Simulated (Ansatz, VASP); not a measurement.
# One calculation of CdTe, two programs

File INCAR:

```
SYSTEM = CdTe
PREC = Accurate
ENCUT = 500
EDIFF = 1E-6
ISMEAR = 0
SIGMA = 0.05
LREAL = .FALSE.
LASPH = .TRUE.
NELM = 200
ALGO = Normal
ISIF = 2
LWAVE = .FALSE.
LCHARG = .TRUE.
MAGMOM = 0 0 0 0 0 0
LORBIT = 11
LSORBIT = .TRUE.
GGA_COMPAT = .FALSE.
LORBMOM = .TRUE.
GGA = PE
LVHAR = .TRUE.
NBANDS = 30
```

File KPOINTS:

```
Automatic mesh
0
G
  8 8 8
  0 0 0
```

POSCAR

```
CdTe
1.0
    0.0000000000      3.2049986979      3.2049986979
    3.2049986979      0.0000000000      3.2049986979
    3.2049986979      3.2049986979      0.0000000000
Cd Te
1 1
Direct
    0.0000000000      0.0000000000      0.0000000000
    0.2500000000      0.2500000000      0.2500000000
```

Input for Ansatz:

```yaml
crystal:
  lattice:
    - [0.0, 3.2049986979, 3.2049986979]
    - [3.2049986979, 0.0, 3.2049986979]
    - [3.2049986979, 3.2049986979, 0.0]
  atoms:
    - { symbol: Cd, position: [0.0, 0.0, 0.0] }
    - { symbol: Te, position: [0.25, 0.25, 0.25] }
basis:
  ecutwfc: 420
  ecutrho_ratio: 4
kpoints:
  mp_grid: { grid: [8, 8, 8] }
hamiltonian:
  xc: pbe
scf:
  occupations: { method: gaussian, width: 0.05 }
output:
  forces: true
  stress: true
  eigenvalues: true
  populations: true
  states_by_energy: { minimum_broadening: 0.05 }
magnetization:
  noncollinear: true
  spin_orbit: true
```

Alike in both runs: task single point; functional PBE; k mesh 8 × 8 × 8; occupations gaussian, width 0.05 eV; non-collinear spin, spin-orbit coupling.

|  | VASP | Ansatz |
| --- | --- | --- |
| version | VASP 6.6.1 | Ansatz 0.2.0 |
| potentials or method | VASP PAW PBE potentials, release 64 (Cd, Te), cutoff 500 eV | plane waves, PAW |
| valence electrons in the cell | 18 | 36 |

|  | VASP | Ansatz | Ansatz less VASP |
| --- | --- | --- | --- |
| pressure (GPa) | 4.4 | 4.2 | -0.18 |
| net moment per atom (μB) | 0.00 | 0.00 | 0.000 |

VASP's potentials hold 18 valence electrons a cell and Ansatz's 36, so a difference there can come from the potentials and not from the codes.
